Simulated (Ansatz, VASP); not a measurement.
# SiC in VASP and in Ansatz

```
Si C
1.0
     3.07600    0.00000    0.00000
    -1.53800    2.66389    0.00000
     0.00000    0.00000    5.04800
Si C
2 2
Direct
  0.66667 0.33333 0.50000
  0.33333 0.66667 0.00000
  0.66667 0.33333 0.88500
  0.33333 0.66667 0.38500
```

Alike in both runs: task single point; functional PBE; k mesh 3 × 3 × 2; occupations fermi-dirac, width 0.05 eV; no spin polarisation.

|  | VASP | Ansatz |
| --- | --- | --- |
| version | VASP 6.6.1 | Ansatz 0.2.0 |
| potentials or method | VASP PAW PBE potentials, release 64 (Si, C) | Ansatz PAW |
| plane-wave cutoff (eV) | 520 | 420 |
| valence electrons in the cell | 16 | 16 |

```tsv
	VASP	Ansatz	Ansatz less VASP
gap on the k mesh at the Fermi level (eV)	2.26	2.26	+0.002
least direct gap on the mesh (eV)	4.34	4.34	+0.003
pressure (GPa)	4.3	4.4	+0.06
traceless stress, the component that is largest in VASP (GPa)	-5.16	-5.18	-0.025
rms of the force components (eV/Å)	0.338	0.338	+0.0004
```

Atom by atom the forces differ by 0.000 eV/Å (rms over components). The functional is the same, so the differences come from potentials, cutoffs and numerics.

The k mesh is coarse, so the values compare programs but aren't converged. Noted on Ansatz's run: odd divisions of the mesh miss points on the zone boundary, where band edges often lie, so the gap on the mesh can be too wide.
